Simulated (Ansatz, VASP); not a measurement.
## Two plane-wave programs on SiP7

```
CELL_PARAMETERS angstrom
3.46624 2.00213 3.16560
-3.46464 2.00136 3.16505
0.00013 -4.00242 3.16509
ATOMIC_POSITIONS crystal
Si 0.01691 0.01704 0.01696
P 0.50434 0.00823 0.50435
P 0.55076 0.55065 0.55072
P 0.00813 0.50443 0.50441
P 0.50438 0.50439 0.00821
P 0.05656 0.54927 0.05654
P 0.54941 0.05649 0.05648
P 0.05651 0.05650 0.54933
```

Change from the starting cell: cell x1, atoms moved at random (sigma 0.15 Å) and cell strained at random (1.5 %), then relaxed without symmetry.

Alike in both runs: functional PBE; k mesh 6 × 6 × 6; occupations gaussian, width 0.2 eV; no spin polarisation.

Ansatz relaxed the structure, and its values are those at the end. VASP's run is a single point on that final structure, the one shown.

```csv
,VASP,Ansatz
version,VASP 6.6.1,Ansatz 0.2.0
potentials or method,"VASP PAW PBE potentials, release 64 (Si, P), cutoff 520 eV","scalar-relativistic, plane waves, PAW"
valence electrons in the cell,39,39
```

|  | VASP | Ansatz | Ansatz less VASP |
| --- | --- | --- | --- |
| gap on the k mesh at the Fermi level (eV) | none | none | - |
| pressure (GPa) | -0.2 | 0.1 | +0.24 |
| rms of the force components (eV/Å) | 0.032 | 0.005 | -0.0266 |

A gap of «none» marks a metal or a gap that the smearing closes.
